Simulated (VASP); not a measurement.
# SiC (P1) in VASP: a series of runs, part 2 of 2

VASP 6.6.1. The steps go on from the part before.

## 3. Single point, PBE

INCAR

```
PREC = Accurate ; ENCUT = 600
EDIFF = 1E-6 ; ISMEAR = 0
SIGMA = 0.01 ; LREAL = Auto
LASPH = True ; NELM = 120
ALGO = Normal ; ISIF = 2
LWAVE = False ; LCHARG = True
GGA = PE ; LELF = True
LVHAR = True ; NBANDS = 96
GGA_COMPAT = False
```

KPOINTS

```
Automatic mesh
0
Gamma
  1 1 1
```

POSCAR

```
SiC
1.0
    0.0000000000      6.5309910000      6.5309910000
    6.5309910000      0.0000000000      6.5309910000
    4.3539940000      4.3539940000      0.0000000000
Si C
18 18
Direct
    0.0934590000      0.0804630000      0.1275650000
    0.0815370000      0.0800790000      0.6180190000
    0.0794070000      0.4184940000      0.1214430000
    0.0801140000      0.4178290000      0.6264940000
    0.0766750000      0.7562510000      0.1167790000
    0.0822650000      0.7520910000      0.6013880000
    0.4227330000      0.0785400000      0.1236160000
    0.4092680000      0.0930230000      0.6287420000
    0.4114980000      0.4179450000      0.1102500000
    0.4112180000      0.4237900000      0.6308350000
    0.4158460000      0.7450670000      0.1260140000
    0.4195320000      0.7481290000      0.6297470000
    0.7447720000      0.0831940000      0.1199780000
    0.7399260000      0.0825790000      0.6231620000
    0.7523610000      0.4151190000      0.1249260000
    0.7512940000      0.4254120000      0.6312010000
    0.7521940000      0.7586550000      0.1158660000
    0.7530510000      0.7557090000      0.6390110000
    0.0006350000      0.0036170000     -0.0091080000
   -0.0036540000     -0.0022190000      0.4981370000
   -0.0138490000      0.3384900000     -0.0025460000
    0.0002290000      0.3296330000      0.5012450000
   -0.0008950000      0.6667500000      0.0014220000
   -0.0010130000      0.6654130000      0.4963390000
    0.3239480000      0.0006190000     -0.0114350000
    0.3327250000      0.0001730000      0.4897080000
    0.3339510000      0.3251600000     -0.0000650000
    0.3304960000      0.3244600000      0.4939700000
    0.3371110000      0.6658530000     -0.0037200000
    0.3313630000      0.6732030000      0.4973090000
    0.6619710000     -0.0011200000      0.0041040000
    0.6654680000      0.0029830000      0.4905540000
    0.6651600000      0.3313520000     -0.0042530000
    0.6699260000      0.3353050000      0.4961340000
    0.6698700000      0.6706930000      0.0012260000
    0.6720260000      0.6735810000      0.5016660000
```

Potentials or basis: VASP PAW PBE potentials, release 64 (Si, C).

Run with:

```
> cat potpaw_PBE.64/Si/POTCAR potpaw_PBE.64/C/POTCAR > POTCAR
> mpirun -np 1 vasp_gam > vasp.out
```

OUTCAR:

```text
PREC = Accurate
   ENCUT = 600
   EDIFF = 1E-6
   ISMEAR = 0
   LREAL = Auto
   LASPH = True
   NELM = 120
   ISIF = 2
   GGA = PE

 ion  position               nearest neighbor table
   1  0.093  0.080  0.128-  25 1.75  20 1.87  21 1.96  19 1.97   2 2.96   6 2.98   8 3.00   7 3.02
                            11 3.04   3 3.04   4 3.10   5 3.11  15 3.12
   2  0.082  0.080  0.618-  20 1.87  19 1.88  22 1.88  26 1.89   1 2.96   5 3.03   6 3.08   3 3.09
                            12 3.10   7 3.10  13 3.10   8 3.12  16 3.13  14 3.13   4 3.14
   3  0.079  0.418  0.121-  23 1.87  22 1.91  27 1.92  21 1.93  15 3.03   9 3.03   1 3.04  10 3.04
                             4 3.05  17 3.08  16 3.09   2 3.09   5 3.09   4 3.11   6 3.14
   4  0.080  0.418  0.626-  24 1.87  21 1.87  28 1.89  22 1.90  16 2.99   8 3.02   6 3.02   3 3.05
[... 383 lines left out ...]

 VOLUME and BASIS-vectors are now :
 -----------------------------------------------------------------------------
  energy-cutoff  :      600.00
  volume of cell :      371.43
      direct lattice vectors                 reciprocal lattice vectors
     0.000000000  6.530991000  6.530991000    -0.076558060  0.076558060  0.076558060
     6.530991000  0.000000000  6.530991000     0.076558060 -0.076558060  0.076558060
     4.353994000  4.353994000  0.000000000     0.114837090  0.114837090 -0.114837090

 POSITION                                       TOTAL-FORCE (eV/Angst)
 -----------------------------------------------------------------------------------
      1.08092      1.16580      1.13588         0.749474     -3.681292     -2.099604
      3.21385      3.22337      1.05551         0.565496      0.489612      0.395627
      3.26194      1.04737      3.25179         0.188998      0.128763     -0.675607
      5.45659      3.25097      3.25206        -1.348806     -0.202272     -0.481427
      5.44752      1.00922      5.43983        -0.190152      0.916313      0.490638
      7.53034      3.15571      5.44917         1.741508      2.129497      0.150096
[... 28 lines left out ...]
      4.38563      4.38025      8.75520         0.447803      0.061678     -0.761162
      6.58340      6.57325      8.78815         0.153790     -0.100592     -0.306702
 -----------------------------------------------------------------------------------
    total drift:                               -0.001031      0.000656      0.007532

  FREE ENERGIE OF THE ION-ELECTRON SYSTEM (eV)
  ---------------------------------------------------
  free  energy   TOTEN  =      -257.7831953567 eV

  energy  without entropy=     -257.7831953567  energy(sigma->0) =     -257.78319536
```

OSZICAR:

```text
N       E                     dE             d eps       ncg     rms          rms(c)
DAV:   1     0.101427513824E+04    0.10143E+04   -0.82390E+04   192   0.162E+03
DAV:   2    -0.158448779481E+03   -0.11727E+04   -0.10799E+04   272   0.296E+02
DAV:   3    -0.291257258780E+03   -0.13281E+03   -0.12997E+03   224   0.931E+01
DAV:   4    -0.295981758505E+03   -0.47245E+01   -0.46899E+01   232   0.192E+01
DAV:   5    -0.296096814042E+03   -0.11506E+00   -0.11494E+00   232   0.313E+00    0.390E+01
DAV:   6    -0.259001680048E+03    0.37095E+02   -0.12017E+02   216   0.250E+01    0.170E+01
DAV:   7    -0.257912020053E+03    0.10897E+01   -0.10684E+01   240   0.787E+00    0.768E+00
DAV:   8    -0.257782205195E+03    0.12981E+00   -0.68168E-01   232   0.228E+00    0.211E+00
DAV:   9    -0.257779959686E+03    0.22455E-02   -0.10172E-01   216   0.948E-01    0.382E-01
DAV:  10    -0.257782066624E+03   -0.21069E-02   -0.96099E-03   240   0.302E-01    0.213E-01
DAV:  11    -0.257783019548E+03   -0.95292E-03   -0.15514E-03   224   0.134E-01    0.906E-02
DAV:  12    -0.257783176573E+03   -0.15702E-03   -0.29438E-04   224   0.575E-02    0.338E-02
DAV:  13    -0.257783191961E+03   -0.15388E-04   -0.61754E-05   224   0.248E-02    0.896E-03
DAV:  14    -0.257783193890E+03   -0.19295E-05   -0.38874E-06   200   0.668E-03    0.429E-03
DAV:  15    -0.257783195007E+03   -0.11167E-05   -0.16054E-06   120   0.409E-03    0.195E-03
DAV:  16    -0.257783195357E+03   -0.34985E-06   -0.27148E-07   120   0.178E-03
   1 F= -.25778320E+03 E0= -.25778320E+03  d E =-.898669E-15
```

stdout:

```text
POSCAR found type information on POSCAR SiC
 POSCAR found :  2 types and      36 ions
 scaLAPACK will be used
 LDA part: xc-table for (Slater+PW92), standard interpolation
 POSCAR, INCAR and KPOINTS ok, starting setup
 FFT: planning ... GRIDC
 FFT: planning ... GRID_SOFT
 FFT: planning ... GRID
 WAVECAR not read
 entering main loop
```

It took 64 s on 1 thread of AMD EPYC 9R45 (Zen 5), shared host; peak memory 0.59 GiB.

What came out:

```yaml
Free_energy: -257.7832 eV
Pressure: 6.3 GPa
Largest_force: 4.304 eV/Å
Band_gap_on_the_k_mesh: 2.01 eV
```

Forces on the atoms (eV/Å):
```
Si   0.749 -3.681 -2.100
Si   0.565  0.490  0.396
Si   0.189  0.129 -0.676
Si  -1.349 -0.202 -0.481
Si  -0.190  0.916  0.491
Si   1.742  2.129  0.150
Si   0.166 -1.438 -1.544
Si  -3.407 -0.383 -1.241
Si   0.605  1.879  0.133
Si  -2.465 -0.405 -0.046
Si   0.225 -0.043  1.003
Si  -0.148 -0.965  1.074
Si   0.206  0.862  1.305
Si   0.434  0.544  1.965
Si   0.984 -1.296 -1.365
Si  -1.981 -1.052 -0.585
Si  -0.044  1.537 -1.633
Si  -1.673 -2.082 -0.847
C    0.379  0.281 -0.580
C    0.148 -0.218 -0.071
C   -0.891  2.673  1.830
C    0.138 -0.392  0.521
C   -1.066 -1.064  0.491
C   -0.241 -0.177  0.494
C    0.172  3.447  1.516
C    0.678  0.933 -0.125
C    0.437 -1.207  0.218
C    2.894 -0.589  2.328
C    0.248 -0.384 -1.129
C   -0.465  0.211 -0.472
C   -0.984 -0.706  0.979
C    0.979  0.272 -0.445
C    1.250  0.214 -0.036
C    1.114 -0.193 -0.452
C    0.448  0.062 -0.761
C    0.154 -0.101 -0.307
```

Stress tensor (GPa, compression positive):
```
10.52  4.48  0.11
 4.48 10.26  0.02
 0.11  0.02 -1.78
```

Caveat: the k points lie up to 1.25 Å⁻¹ apart; an odd mesh through Γ misses points on the zone boundary, where band edges can lie; forces of over 1 eV/Å act on the atoms, so gaps and moduli don't describe the material at rest.

## 4. Single point, PBE

INCAR is that of step 3.

KPOINTS is that of step 3.

POSCAR is that of step 3.

Potentials or basis: VASP PAW PBE potentials, release 64 (Si, C).

Run with:

```
> cat potpaw_PBE.64/Si/POTCAR potpaw_PBE.64/C/POTCAR > POTCAR
> mpirun -np 1 vasp_gam > vasp.out
```

OUTCAR:

```text
PREC = Accurate
   ENCUT = 600
   EDIFF = 1E-6
   ISMEAR = 0
   LREAL = Auto
   LASPH = True
   NELM = 120
   ISIF = 2
   GGA = PE

 ion  position               nearest neighbor table
   1  0.093  0.080  0.128-  25 1.75  20 1.87  21 1.96  19 1.97   2 2.96   6 2.98   8 3.00   7 3.02
                            11 3.04   3 3.04   4 3.10   5 3.11  15 3.12
   2  0.082  0.080  0.618-  20 1.87  19 1.88  22 1.88  26 1.89   1 2.96   5 3.03   6 3.08   3 3.09
                            12 3.10   7 3.10  13 3.10   8 3.12  16 3.13  14 3.13   4 3.14
   3  0.079  0.418  0.121-  23 1.87  22 1.91  27 1.92  21 1.93  15 3.03   9 3.03   1 3.04  10 3.04
                             4 3.05  17 3.08  16 3.09   2 3.09   5 3.09   4 3.11   6 3.14
   4  0.080  0.418  0.626-  24 1.87  21 1.87  28 1.89  22 1.90  16 2.99   8 3.02   6 3.02   3 3.05
                            15 3.05  18 3.07  10 3.10   1 3.10   3 3.11   9 3.12   5 3.13   2 3.14
   5  0.077  0.756  0.117-  23 1.84  19 1.87  24 1.91  29 1.96  17 2.99   6 2.99   2 3.03  13 3.04
                            12 3.09   3 3.09  18 3.11   9 3.11   1 3.11  11 3.11   4 3.13
   6  0.082  0.752  0.601-  24 1.81  20 1.86  30 1.88  23 2.01  18 2.92   1 2.98   5 2.99  11 3.01
                             4 3.02  10 3.04   2 3.08  14 3.11  17 3.11   3 3.14
   7  0.423  0.079  0.124-  31 1.80  26 1.84  27 1.86  25 2.01  13 2.98  17 3.00  14 3.01   1 3.02
                             9 3.04   8 3.05  12 3.08   2 3.10  11 3.10  10 3.11   8 3.12
   8  0.409  0.093  0.629-  28 1.75  25 1.81  32 1.93  26 1.98  14 2.99   1 3.00   4 3.02   7 3.05
                            10 3.07   9 3.10   7 3.12  13 3.12   2 3.12  12 3.14  11 3.14  18 3.15
   9  0.411  0.418  0.110-  27 1.84  29 1.87  33 1.91  28 1.93  10 2.93  12 3.01   3 3.03   7 3.04
                            16 3.05  13 3.09  11 3.09   8 3.10   5 3.11   4 3.12
  10  0.411  0.424  0.631-  27 1.86  30 1.88  34 1.95  28 2.05   9 2.93  12 3.03  11 3.04   6 3.04
                             3 3.04   8 3.07  14 3.10   4 3.10   7 3.11  15 3.13
  11  0.416  0.745  0.126-  29 1.84  30 1.87  35 1.92  25 1.93   6 3.01  12 3.02  10 3.04   1 3.04
                            18 3.06  15 3.08   9 3.09   7 3.10   5 3.11  12 3.13   8 3.14  17 3.14
  12  0.420  0.748  0.630-  29 1.84  30 1.90  26 1.90  36 1.91   9 3.01  16 3.02  11 3.02  10 3.03
                             7 3.08   5 3.09   2 3.10  17 3.12  11 3.13   8 3.14  18 3.15
  13  0.745  0.083  0.120-  31 1.84  32 1.86  33 1.87  19 1.93  17 2.98   7 2.98   5 3.04  14 3.07
                            14 3.08   9 3.09  16 3.09   2 3.10  15 3.12  18 3.12   8 3.12
  14  0.740  0.083  0.623-  32 1.83  34 1.91  31 1.92  20 1.93  18 2.91   8 2.99   7 3.01  17 3.02
                            15 3.07  13 3.07  13 3.08  10 3.10   6 3.11   2 3.13
  15  0.752  0.415  0.125-  21 1.76  34 1.87  35 1.93  33 1.94  16 3.00   3 3.03   4 3.05  14 3.07
                            18 3.07  11 3.08  13 3.12   1 3.12  10 3.13  17 3.14
[... 252 lines left out ...]
  free energy    TOTEN  =      -257.78319536 eV

  energy without entropy =     -257.78319536  energy(sigma->0) =     -257.78319536

 E-fermi :   8.5732     XC(G=0): -11.3297

 val. band max:        8.5189382717   @ k =   0.0000   0.0000   0.0000
 cond. band min:      10.5271487535   @ k =   0.0000   0.0000   0.0000
 fundamental gap:      2.0082104818
 Fermi energy:         8.5732227830

 k-point     1 :       0.0000    0.0000    0.0000
  band No.  band energies     occupation
      1      -7.2480      2.00000
      2      -5.3166      2.00000
      3      -5.2732      2.00000
      4      -5.0983      2.00000
      5      -5.0508      2.00000
      6      -4.5266      2.00000
[... 76 lines left out ...]
     83      13.3174      0.00000
     84      13.3705      0.00000
 [bands above 84 left out]

------------------------ aborting loop because EDIFF is reached ----------------------------------------

  FORCE on cell =-STRESS in cart. coord.  units (eV):
  Direction    XX          YY          ZZ          XY          YZ          ZX
  --------------------------------------------------------------------------------------
  -------------------------------------------------------------------------------------
  Total       24.3990018     23.7900418     -4.1200206     10.3949950      0.0523898      0.2598047
  in kB      105.2462543    102.6194765    -17.7719049     44.8393053      0.2259857      1.1206800
  external PRESSURE =      63.3646087 kB  Pullay stress =       0.0000000 kB

 VOLUME and BASIS-vectors are now :
 -----------------------------------------------------------------------------
  energy-cutoff  :      600.00
  volume of cell :      371.43
      direct lattice vectors                 reciprocal lattice vectors
     0.000000000  6.530991000  6.530991000    -0.076558060  0.076558060  0.076558060
     6.530991000  0.000000000  6.530991000     0.076558060 -0.076558060  0.076558060
     4.353994000  4.353994000  0.000000000     0.114837090  0.114837090 -0.114837090

 POSITION                                       TOTAL-FORCE (eV/Angst)
 -----------------------------------------------------------------------------------
      1.08092      1.16580      1.13588         0.749474     -3.681292     -2.099604
      3.21385      3.22337      1.05551         0.565496      0.489612      0.395627
      3.26194      1.04737      3.25179         0.188998      0.128763     -0.675607
      5.45659      3.25097      3.25206        -1.348806     -0.202272     -0.481427
      5.44752      1.00922      5.43983        -0.190152      0.916313      0.490638
      7.53034      3.15571      5.44917         1.741508      2.129498      0.150096
[... 28 lines left out ...]
      4.38563      4.38025      8.75520         0.447803      0.061678     -0.761162
      6.58340      6.57325      8.78815         0.153790     -0.100592     -0.306702
 -----------------------------------------------------------------------------------
    total drift:                               -0.001031      0.000656      0.007532

  FREE ENERGIE OF THE ION-ELECTRON SYSTEM (eV)
  ---------------------------------------------------
  free  energy   TOTEN  =      -257.7831953568 eV

  energy  without entropy=     -257.7831953568  energy(sigma->0) =     -257.78319536
```

It took 2.4 min on 1 thread of Intel Xeon 6975P-C (Granite Rapids), shared host; peak memory 0.62 GiB.

What came out:

- Free energy: -257.7832 eV
- Pressure: 6.3 GPa
- Largest force: 4.304 eV/Å
- Band gap on the k mesh: 2.01 eV

Forces in eV/Å, atoms in the order of the input:
```
Si   0.749 -3.681 -2.100
Si   0.565  0.490  0.396
Si   0.189  0.129 -0.676
Si  -1.349 -0.202 -0.481
Si  -0.190  0.916  0.491
Si   1.742  2.129  0.150
Si   0.166 -1.438 -1.544
Si  -3.407 -0.383 -1.241
Si   0.605  1.879  0.133
Si  -2.465 -0.405 -0.046
Si   0.225 -0.043  1.003
Si  -0.148 -0.965  1.074
Si   0.206  0.862  1.305
Si   0.434  0.544  1.965
Si   0.984 -1.296 -1.365
Si  -1.981 -1.052 -0.585
Si  -0.044  1.537 -1.633
Si  -1.673 -2.082 -0.847
C    0.379  0.281 -0.580
C    0.148 -0.218 -0.071
C   -0.891  2.673  1.830
C    0.138 -0.392  0.521
C   -1.066 -1.064  0.491
C   -0.241 -0.177  0.494
C    0.172  3.447  1.516
C    0.678  0.933 -0.125
C    0.437 -1.207  0.218
C    2.894 -0.589  2.328
C    0.248 -0.384 -1.129
C   -0.465  0.211 -0.472
C   -0.984 -0.706  0.979
C    0.979  0.272 -0.445
C    1.250  0.214 -0.036
C    1.114 -0.193 -0.452
C    0.448  0.062 -0.761
C    0.154 -0.101 -0.307
```

Levels at points of the mesh, in eV from the valence-band top:
```
           k point  band 70  band 71  band 72  band 73  band 74  band 75
(0.00, 0.00, 0.00)    -0.26    -0.19     0.00     2.01     2.11     2.30
```

Caveat: the k points lie up to 1.25 Å⁻¹ apart; an odd mesh through Γ misses points on the zone boundary, where band edges can lie; forces of over 1 eV/Å act on the atoms, so gaps and moduli don't describe the material at rest.
